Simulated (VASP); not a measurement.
# Au (Pm-3m) in VASP: a series of runs

The runs below take Au through single point, relaxation of cell and atoms, with PBE.

Program: VASP 6.6.1. These are calculated values, not measurements. Logs are shortened: lines on timing, memory, paths and dates and some standing lists are left out, and cuts for length are marked.

## Step 1: The cell of the first run

Symmetry: Pm-3m, No. 221, cubic system. Conventional cell: a = 2.285 Å, b = 2.285 Å, c = 2.285 Å, α = 90.00°, β = 90.00°, γ = 90.00°. Au (site symmetry m-3m) has 6 Au at 2.29 Å within 3.0 Å.

## Step 2: Single point, PBE

INCAR

```
ALGO = Normal
EDIFF = 1E-6
ENCUT = 520
GGA = PE
ISIF = 2
ISMEAR = -1
LASPH = T
LCHARG = F
LREAL = F
LWAVE = F
NBANDS = 12
NELM = 80
PREC = Accurate
SIGMA = 0.1
```

KPOINTS

```
k-points
0
Gamma
  17 17 17
```

POSCAR

```
Au
1.0
    2.2851924586      0.0000000000      0.0000000000
    0.0000000000      2.2851924586      0.0000000000
    0.0000000000      0.0000000000      2.2851924586
Au
1
Direct
    0.0000000000      0.0000000000      0.0000000000
```

Potentials or basis: VASP PAW PBE potentials, release 64 (Au).

Run with:

```bash
$ cat potpaw_PBE.64/Au/POTCAR > POTCAR
$ mpirun -np 1 vasp_std > vasp.out
```

OUTCAR:

```text
EDIFF = 1E-6
   ENCUT = 520
   GGA = PE
   ISIF = 2
   ISMEAR = -1
   LASPH = T
   LREAL = F
   NELM = 80
   PREC = Accurate

 ion  position               nearest neighbor table
   1  0.000  0.000  0.000-

  LATTYP: Found a simple cubic cell.
 ALAT       =     2.2851924586

  Lattice vectors:

 A1 = (   2.2851924586,   0.0000000000,   0.0000000000)
 A2 = (   0.0000000000,   2.2851924586,   0.0000000000)
 A3 = (   0.0000000000,   0.0000000000,   2.2851924586)

Analysis of symmetry for initial positions (statically):
=====================================================================
 Subroutine PRICEL returns:
 Original cell was already a primitive cell.

 Routine SETGRP: Setting up the symmetry group for a
 simple cubic supercell.

 Subroutine GETGRP returns: Found 48 space group operations
 (whereof 48 operations were pure point group operations)
 out of a pool of 48 trial point group operations.

The static configuration has the point symmetry O_h .

Analysis of symmetry for dynamics (positions and initial velocities):
=====================================================================
 Subroutine PRICEL returns:
 Original cell was already a primitive cell.

 Routine SETGRP: Setting up the symmetry group for a
 simple cubic supercell.

 Subroutine GETGRP returns: Found 48 space group operations
 (whereof 48 operations were pure point group operations)
 out of a pool of 48 trial point group operations.

The dynamic configuration has the point symmetry O_h .

 Subroutine INISYM returns: Found 48 space group operations
 (whereof 48 operations are pure point group operations),
 and found     1 'primitive' translations

----------------------------------------------------------------------------------------

                                     Primitive cell

  volume of cell :      11.9335

  direct lattice vectors                    reciprocal lattice vectors
     2.285192459  0.000000000  0.000000000     0.437599904  0.000000000  0.000000000
     0.000000000  2.285192459  0.000000000     0.000000000  0.437599904  0.000000000
     0.000000000  0.000000000  2.285192459     0.000000000  0.000000000  0.437599904

  length of vectors
     2.285192459  2.285192459  2.285192459     0.437599904  0.437599904  0.437599904

  position of ions in fractional coordinates (direct lattice)
     0.000000000  0.000000000  0.000000000

  ion indices of the primitive-cell ions
   primitive index   ion index
                 1           1

----------------------------------------------------------------------------------------

 KPOINTS: k-points

Automatic generation of k-mesh.
 Grid dimensions read from file:
 generate k-points for:   17   17   17

 Generating k-lattice:

  Cartesian coordinates                     Fractional coordinates (reciprocal lattice)
     0.025741171  0.000000000  0.000000000     0.058823529  0.000000000  0.000000000
     0.000000000  0.025741171  0.000000000     0.000000000  0.058823529  0.000000000
     0.000000000  0.000000000  0.025741171     0.000000000  0.000000000  0.058823529

  Length of vectors
     0.025741171  0.025741171  0.025741171

  Shift w.r.t. Gamma in fractional coordinates (k-lattice)
     0.000000000  0.000000000  0.000000000

 Subroutine IBZKPT returns following result:
 ===========================================

 Found    165 irreducible k-points:

 Following reciprocal coordinates:
            Coordinates               Weight
  0.000000  0.000000  0.000000      1.000000
  0.058824  0.000000  0.000000      6.000000
  0.117647  0.000000  0.000000      6.000000
  0.176471  0.000000  0.000000      6.000000
  0.235294  0.000000  0.000000      6.000000
  0.294118  0.000000  0.000000      6.000000
[... 16 lines left out ...]
  0.411765  0.117647  0.000000     24.000000
  0.470588  0.117647  0.000000     24.000000
 [... further k-points ...]
   k-points           NKPTS =    165   k-points in BZ     NKDIM =    165   number of bands    NBANDS=     12
   number of dos      NEDOS =    301   number of ions     NIONS =      1
   total plane-waves  NPLWV =   5832
   dimension x,y,z NGX =    18 NGY =   18 NGZ =   18
   dimension x,y,z NGXF=    36 NGYF=   36 NGZF=   36
   ions per type =               1
   NGX,Y,Z   is equivalent  to a cutoff of  13.09, 13.09, 13.09 a.u.
   NGXF,Y,Z  is equivalent  to a cutoff of  26.19, 26.19, 26.19 a.u.
 SYSTEM =  unknown system
   PREC   = accura    normal or accurate (medium, high low for compatibility)
   ISTART =      0    job   : 0-new  1-cont  2-samecut
   ICHARG =      2    charge: 1-file 2-atom 10-const
   ISPIN  =      1    spin polarized calculation?
   LNONCOLLINEAR =      F non collinear calculations
   LSORBIT =      F    spin-orbit coupling
   LASPH  =      T    aspherical Exc in radial PAW
   ENCUT  =  520.0 eV  38.22 Ry    6.18 a.u.   4.25  4.25  4.25*2*pi/ulx,y,z
   NELM   =     80;   NELMIN=  2; NELMDL= -5     # of ELM steps
   EDIFF  = 0.1E-05   stopping-criterion for ELM
   LREAL  =      F    real-space projection
   EDIFFG = 0.1E-04   stopping-criterion for IOM
   NSW    =      0    number of steps for IOM
   IBRION =     -1    ionic relax: 0-MD 1-quasi-New 2-CG
   NFREE  =      0    steps in history (QN), initial steepest desc. (CG)
   ISIF   =      2    stress and relaxation
   ISYM   =      2    0-nonsym 1-usesym 2-fastsym
   POTIM  = 0.5000    time-step for ionic-motion
   TEBEG  =    0.0;   TEEND  =   0.0 temperature during run
   PSTRESS=    0.0 pullay stress
   NELECT =      11.0000    total number of electrons
   NUPDOWN=      -1.0000    fix difference up-down
   EMIN   =  10.00;   EMAX   =-10.00  energy-range for DOS
   EFERMI =   0.00;   METHOD = LEGACY
   ISMEAR =    -1;   SIGMA  =   0.10  broadening in eV -4-tet -1-fermi 0-gaus
   EFERMI_NEDOS =   21; number of points for ismear=-14 and -15
   IALGO  =     38    algorithm
   IMIX   =      4    mixing-type and parameters
     AMIX     =   0.40;   BMIX     =  1.00
     AMIX_MAG =   1.60;   BMIX_MAG =  1.00
  volume/ion in A,a.u.               =      11.93        80.53
  Fermi-wavevector in a.u.,A,eV,Ry     =   1.593246  3.010799 34.537492  2.538434
  Thomas-Fermi vector in A             =   2.691506
   LORBIT       =      0    0 simple, 1 ext, 2 COOP (PROOUT), +10 PAW based schemes
   GGA     = PE    functional components
   LHFCALC =     F    Hartree Fock is set to
   AEXX    =    0.0000 exact exchange contribution
   IVDW    =     0    specifies the selected vdW correction
   LEPSILON=     F    determine dielectric tensor
   LRPA    =     F    only Hartree local field effects (RPA)
 non-spin polarized calculation
  energy-cutoff  :      520.00
  volume of cell :       11.93
 maximum number of plane-waves:       341
 NGX is ok and might be reduce to    18
   NGX =  9   NGY =  9   NGZ =  9

 number of electron      11.0000001 magnetization

 Free energy of the ion-electron system (eV)
  ---------------------------------------------------
  ext. energy  EPLUGINS =         0.00000000
  ---------------------------------------------------
  free energy    TOTEN  =         1.09293663 eV

  energy without entropy =        1.10225873  energy(sigma->0) =        1.09759768

 E-fermi :  16.7148     XC(G=0): -14.8135

 val. band max:       16.6386107532   @ k =   0.4706   0.4118   0.2353
 cond. band min:      16.7383651369   @ k =   0.4706   0.4706   0.4118
 fundamental gap:      0.0997543838
 Fermi energy:        16.7148047322

 k-point     1 :       0.0000    0.0000    0.0000
  band No.  band energies     occupation
      1       2.6865      2.00000
      2       5.0789      2.00000
      3       5.0789      2.00000
      4      15.0711      2.00000
      5      15.0711      2.00000
      6      15.0711      2.00000
      7      33.0365      0.00000
      8      33.0365      0.00000
      9      33.0365      0.00000
     10      41.2482      0.00000
     11      44.0947      0.00000
     12      44.0947      0.00000

 k-point     2 :       0.0588    0.0000    0.0000
  band No.  band energies     occupation
      1       2.8291      2.00000
      2       5.1089      2.00000
      3       5.2339      2.00000
      4      14.9000      2.00000
      5      14.9000      2.00000
      6      15.0840      2.00000
      7      32.1892      0.00000
      8      33.3100      0.00000
      9      33.3100      0.00000
     10      41.8469      0.00000
     11      42.3833      0.00000
     12      44.5682      0.00000

 k-point     3 :       0.1176    0.0000    0.0000
  band No.  band energies     occupation
      1       3.2111      2.00000
      2       5.1955      2.00000
      3       5.7244      2.00000
      4      14.4339      2.00000
      5      14.4339      2.00000
      6      15.1211      2.00000
      7      30.3473      0.00000
      8      34.0716      0.00000
      9      34.0716      0.00000
     10      40.0780      0.00000
     11      42.5412      0.00000
     12      46.3620      0.00000

 k-point     4 :       0.1765    0.0000    0.0000
  band No.  band energies     occupation
      1       3.7236      2.00000
      2       5.3294      2.00000
      3       6.5984      2.00000
      4      13.7843      2.00000
      5      13.7843      2.00000
      6      15.1777      2.00000
      7      28.2888      0.00000
      8      35.1786      0.00000
      9      35.1786      0.00000
     10      37.9506      0.00000
     11      42.7485      0.00000
     12      47.9474      0.00000

 k-point     5 :       0.2353    0.0000    0.0000
  band No.  band energies     occupation
      1       4.2693      2.00000
      2       5.4954      2.00000
      3       7.8446      2.00000
      4      13.0736      2.00000
      5      13.0736      2.00000
      6      15.2467      2.00000
      7      26.3363      0.00000
      8      36.0894      0.00000
      9      36.4660      0.00000
     10      36.4660      0.00000
     11      42.5696      0.00000
     12      48.9170      0.00000

 k-point     6 :       0.2941    0.0000    0.0000
  band No.  band energies     occupation
      1       4.8002      2.00000
      2       5.6729      2.00000
      3       9.3416      2.00000
      4      12.4031      2.00000
      5      12.4031      2.00000
      6      15.3190      2.00000
      7      24.6435      0.00000
      8      34.5392      0.00000
      9      37.7872      0.00000
     10      37.7872      0.00000
     11      41.8234      0.00000
     12      49.7088      0.00000

 k-point     7 :       0.3529    0.0000    0.0000
  band No.  band energies     occupation
      1       5.2805      2.00000
      2       5.8378      2.00000
      3      10.8753      2.00000
      4      11.8456      2.00000
      5      11.8456      2.00000
      6      15.3846      2.00000
      7      23.3210      0.00000
      8      33.3366      0.00000
      9      39.0155      0.00000
     10      39.0155      0.00000
     11      40.3960      0.00000
     12      49.9471      0.00000

 k-point     8 :       0.4118    0.0000    0.0000
  band No.  band energies     occupation
      1       5.6581      2.00000
      2       5.9654      2.00000
      3      11.4497      2.00000
      4      11.4497      2.00000
      5      12.1596      2.00000
      6      15.4344      1.99999
      7      22.4532      0.00000
      8      32.5136      0.00000
      9      38.7500      0.00000
     10      40.0137      0.00000
     11      40.0137      0.00000
     12      49.6761      0.00000
[... 166 lines left out ...]
 k-point    20 :       0.2353    0.1176    0.0000
  band No.  band energies     occupation
      1       4.7645      2.00000
      2       6.0634      2.00000
      3       7.9488      2.00000
      4      12.4463      2.00000
      5      13.1394      2.00000
      6      14.6570      2.00000
      7      27.1880      0.00000
      8      33.1530      0.00000
      9      36.9514      0.00000
     10      37.6168      0.00000
     11      44.8894      0.00000
     12      47.2051      0.00000

 k-point    21 :       0.2941    0.1176    0.0000
  band No.  band energies     occupation
      1       5.2424      2.00000
      2       6.2898      2.00000
      3       9.1327      2.00000
      4      12.1202      2.00000
      5      12.4793      2.00000
      6      14.7382      2.00000
      7      25.4058      0.00000
      8      33.8562      0.00000
      9      35.8952      0.00000
     10      38.9958      0.00000
     11      44.4081      0.00000
     12      47.2674      0.00000

 k-point    22 :       0.3529    0.1176    0.0000
  band No.  band energies     occupation
      1       5.6553      2.00000
      2       6.5342      2.00000
      3       9.6271      2.00000
      4      11.9288      2.00000
      5      12.6953      2.00000
      6      14.8131      2.00000
      7      23.9043      0.00000
      8      33.7063      0.00000
      9      35.8833      0.00000
     10      40.3043      0.00000
     11      42.2042      0.00000
     12      48.0473      0.00000

 k-point    23 :       0.4118    0.1176    0.0000
  band No.  band energies     occupation
      1       5.9528      2.00000
      2       6.7792      2.00000
      3       9.4804      2.00000
      4      11.5372      2.00000
      5      13.8918      2.00000
      6      14.8705      2.00000
      7      22.7608      0.00000
      8      33.1489      0.00000
      9      36.4782      0.00000
     10      39.9865      0.00000
     11      41.4258      0.00000
     12      48.1752      0.00000

 k-point    24 :       0.4706    0.1176    0.0000
  band No.  band energies     occupation
      1       6.1024      2.00000
      2       6.9530      2.00000
      3       9.2887      2.00000
      4      11.3343      2.00000
      5      14.7748      2.00000
      6      14.9014      2.00000
      7      22.1018      0.00000
      8      32.8058      0.00000
      9      37.0734      0.00000
     10      38.4763      0.00000
     11      42.1464      0.00000
     12      47.4603      0.00000

 [... further k-points ...]
[... 5 lines left out ...]
  --------------------------------------------------------------------------------------
  -------------------------------------------------------------------------------------
  Total       20.0558849     20.0558849     20.0558849      0.0000000      0.0000000     -0.0000000
  in kB     2692.6757878   2692.6757878   2692.6757878      0.0000000      0.0000000     -0.0000000
  external PRESSURE =    2692.6757878 kB  Pullay stress =       0.0000000 kB

 VOLUME and BASIS-vectors are now :
 -----------------------------------------------------------------------------
  energy-cutoff  :      520.00
  volume of cell :       11.93
      direct lattice vectors                 reciprocal lattice vectors
     2.285192459  0.000000000  0.000000000     0.437599904  0.000000000  0.000000000
     0.000000000  2.285192459  0.000000000     0.000000000  0.437599904  0.000000000
     0.000000000  0.000000000  2.285192459     0.000000000  0.000000000  0.437599904

 POSITION                                       TOTAL-FORCE (eV/Angst)
 -----------------------------------------------------------------------------------
      0.00000      0.00000      0.00000         0.000000      0.000000      0.000000
 -----------------------------------------------------------------------------------
    total drift:                               -0.000000      0.000000      0.000000

  FREE ENERGIE OF THE ION-ELECTRON SYSTEM (eV)
  ---------------------------------------------------
  free  energy   TOTEN  =         1.0929366280 eV

  energy  without entropy=        1.1022587340  energy(sigma->0) =        1.09759768
```

Run time: 9.8 s. Hardware: 1 thread of Intel Xeon Platinum 8488C (Sapphire Rapids), shared host; peak memory 0.14 GiB.

What came out:

```yaml
Free_energy: 1.0929 eV
Pressure: 269.3 GPa
```

Levels at points of the mesh, in eV from the Fermi level:
| k point | band 4 | band 5 | band 6 | band 7 | band 8 | band 9 |
| --- | --- | --- | --- | --- | --- | --- |
| (0.00, 0.00, 0.00) | -1.64 | -1.64 | -1.64 | 16.32 | 16.32 | 16.32 |

Caveat: spin-orbit coupling is left out, which moves the levels of the heavy elements.

## Step 3: Single point, PBE

INCAR

```
SYSTEM = Au
PREC = Accurate
ENCUT = 520
EDIFF = 1E-7
ISMEAR = -1
SIGMA = 0.1
LREAL = .False.
LASPH = .True.
NELM = 100
ALGO = Normal
ISIF = 2
LWAVE = .False.
LCHARG = .False.
GGA = PE
NBANDS = 12
```

KPOINTS

```
Automatic mesh
0
Gamma
  17 17 17
  0 0 0
```

POSCAR is that of step 2.

Potentials or basis: VASP PAW PBE potentials, release 64 (Au).

Run with:

```bash
$ cat potpaw_PBE.64/Au/POTCAR > POTCAR
$ mpirun -np 1 vasp_std > vasp.out
```

Wall time 9.9 s (1 thread of Intel Xeon Platinum 8488C (Sapphire Rapids), shared host); peak memory 0.14 GiB.

Results (log left out):

```
Free energy : 1.0929 eV
Pressure    : 269.3 GPa
```

Levels at points of the mesh, in eV from the Fermi level:
```
           k point  band 2  band 3  band 4  band 5  band 6  band 7  band 8  band 9  band 10  band 11
(0.00, 0.00, 0.00)  -11.64  -11.64   -1.64   -1.64   -1.64   16.32   16.32   16.32    24.53    27.38
```

Caveat: spin-orbit coupling is left out, which moves the levels of the heavy elements.

(Continued in part 2 of 2.)
